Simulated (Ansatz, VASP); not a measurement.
Given: the input of a run of Ansatz 0.2.0 on HfB2.

File input.yaml:

```yaml
crystal:
  lattice:
    - [3.14, 0.0, 0.0]
    - [-1.57, 2.7193197679, 0.0]
    - [0.0, 0.0, 3.48]
  atoms:
    - { symbol: Hf, position: [0.0, 0.0, 0.0] }
    - { symbol: B, position: [0.6666666667, 0.3333333333, 0.5] }
    - { symbol: B, position: [0.3333333333, 0.6666666667, 0.5] }
kpoints:
  mp_grid: { grid: [6, 6, 5] }
scf:
  occupations: { method: fermi_dirac, width: 0.03 }
hamiltonian:
  xc: pbesol
  pseudopotentials: { kind: all_electron, lapw: { basis_error: 0.002 } }
output:
  forces: true
  stress: true
  eigenvalues: true
```

Potentials or basis: all-electron LAPW, scalar-relativistic.

Command:

```sh
$ ansatz run input.yaml --threads 2 --pin off --max-ram 8192MiB --backend cpu --events-out ev --progress --plain --runs-dir out
```

Question: Set up the same calculation for VASP 6.6.1. Potentials there: VASP PAW PBE potentials, release 64 (Hf_pv, B).

Answer: As run (the cutoff follows the program's own potentials):

File INCAR:

```
SYSTEM = HfB2
  PREC = Accurate
  ENCUT = 500
  EDIFF = 1E-6
  ISMEAR = -1
  SIGMA = 0.03
  LREAL = .False.
  LASPH = .True.
  NELM = 120
  ALGO = Normal
  ISIF = 2
  LWAVE = .False.
  LCHARG = .True.
  GGA = PS
  LELF = .True.
  LVHAR = .True.
  NBANDS = 15
  GGA_COMPAT = .False.
```

File KPOINTS:

```
Automatic mesh
0
Gamma
  6 6 5
  0 0 0
```

The input POSCAR:

```
HfB2
1.0
    3.1400000000      0.0000000000      0.0000000000
   -1.5700000000      2.7193197679      0.0000000000
    0.0000000000      0.0000000000      3.4800000000
Hf B
1 2
Direct
    0.0000000000      0.0000000000      0.0000000000
    0.6666666667      0.3333333333      0.5000000000
    0.3333333333      0.6666666667      0.5000000000
```

Potentials or basis: VASP PAW PBE potentials, release 64 (Hf_pv, B).

Launch:

```sh
$ cat potpaw_PBE.64/Hf_pv/POTCAR potpaw_PBE.64/B/POTCAR > POTCAR
$ mpirun -np 1 vasp_std > vasp.out
```

Both were run:

|  | VASP | Ansatz | Ansatz less VASP |
| --- | --- | --- | --- |
| gap on the k mesh at the Fermi level (eV) | none | none | - |
| pressure (GPa) | -4.3 | -4.1 | +0.18 |
| traceless stress, the component that is largest in VASP (GPa) | -2.10 | -2.17 | -0.070 |

VASP's potentials were made for PBE, not for PBEsol. A gap of «none» marks a metal or a gap that the smearing closes. Ansatz ran all-electron here, and VASP with PAW potentials.

The k mesh is coarse, so the values compare programs but aren't converged. Spin-orbit coupling is off throughout. Noted on Ansatz's run: the k mesh is thin for a metal, which can move the energy by tens of meV per atom.
